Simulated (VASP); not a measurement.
Crystal: Os.

```
Os
1.0
     2.75221    0.00000    0.00000
    -1.37610    2.38348    0.00000
     0.00000    0.00000    4.34831
Os
2
Direct
  0.66667 0.33333 0.75000
  0.33333 0.66667 0.25000
```

Base run:

| Quantity | Value |
| --- | --- |
| Program | VASP 6.6.1 |
| Functional | PBEsol |
| Dispersion | D3(BJ) |
| Potentials or basis | VASP PAW PBE potentials, release 64 (Os) |
| Cutoff | 520 eV |
| k mesh | 11 × 11 × 6 |
| Occupations | fermi-dirac, width 0.05 eV |
| Spin | no spin polarisation |

Its results: band gap on the k mesh zero (band 8 reaches 11.04 eV, above the bottom of band 9 at 7.27 eV); pressure -17.8 GPa.

**Question.** The run is repeated on the same cell with these changes: functional from PBEsol to revPBE; further incar settings from ALGO = Fast; EDIFF = 1e-06; NBANDS = 15 to ALGO = Fast; EDIFF = 1e-07; NBANDS = 15. What comes out?

**Answer.** Band gap on the k mesh zero (band 8 reaches 11.25 eV, above the bottom of band 9 at 7.49 eV); pressure -10.6 GPa.

Caveats: the PAW data sets were made with another functional, which shifts forces and pressure a little; spin-orbit coupling is left out, which moves the levels of the heavy elements; pairwise dispersion overbinds metals, which lowers pressure and volume.
